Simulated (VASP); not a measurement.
Here is a VASP 6.6.1 calculation.

File POSCAR:

```
AlN
1.0
    0.0000000000      2.1601873172      2.2101278436
    2.1601873172      0.0000000000      2.2101278436
    2.1601873172      2.1601873172      0.0000000000
Al N
1 1
Direct
    0.0000000000      0.0000000000      0.0000000000
    0.2500000000      0.2500000000      0.2500000000
```

INCAR.step1

```
PREC     = Accurate       # precision mode
ENCUT    = 520            # plane-wave cutoff, eV
EDIFF    = 1E-5           # SCF threshold, eV
ISMEAR   = 0              # smearing method
SIGMA    = 0.01           # smearing width, eV
LREAL    = F              # projectors in reciprocal space
LASPH    = T              # aspherical terms in the spheres
NELM     = 100            # most SCF steps
ALGO     = Normal         # electronic algorithm
ISIF     = 2              # what is computed and relaxed
LWAVE    = T              # write WAVECAR
LCHARG   = F              # write CHGCAR
GGA      = PE             # functional
NBANDS   = 11             # bands
```

File INCAR.step2:

```
PREC     = Accurate       # precision mode
ENCUT    = 520            # plane-wave cutoff, eV
EDIFF    = 1E-7           # SCF threshold, eV
ISMEAR   = 0              # smearing method
SIGMA    = 0.01           # smearing width, eV
LREAL    = F              # projectors in reciprocal space
LASPH    = T              # aspherical terms in the spheres
NELM     = 100            # most SCF steps
ALGO     = Normal         # electronic algorithm
ISIF     = 2              # what is computed and relaxed
LWAVE    = F              # write WAVECAR
LCHARG   = F              # write CHGCAR
GGA      = PE             # functional
LHFCALC  = T              # exact exchange
HFSCREEN = 0.2079         # screening, 1/A
PRECFOCK = Normal       
ISTART   = 1            
NBANDS   = 11             # bands
```

The input KPOINTS:

```
regular mesh
0
Gamma
  8 8 8
```

Potentials or basis: VASP PAW PBE potentials, release 64 (Al, N).

Command:

```bash
$ cat potpaw_PBE.64/Al/POTCAR potpaw_PBE.64/N/POTCAR > POTCAR
$ cp INCAR.step1 INCAR
$ mpirun -np 1 vasp_std > vasp.out
$ cp INCAR.step2 INCAR
$ mpirun -np 1 vasp_std > vasp.out
```

Task: What does it give for the band gap on the k mesh?

Result: 4.49 eV (least direct gap 5.61 eV).

Task: Predict the pressure.

Result: 1.6 GPa.

Stress tensor (GPa, compression positive):
```
 2.74  0.00  0.00
 0.00  2.74  0.00
 0.00  0.00 -0.77
```

Caveat: the cell differs from its parent crystal (epitaxial xy strain -1.1%); the PAW data sets were made with another functional, which shifts forces and pressure a little. A k mesh can miss the band edges.
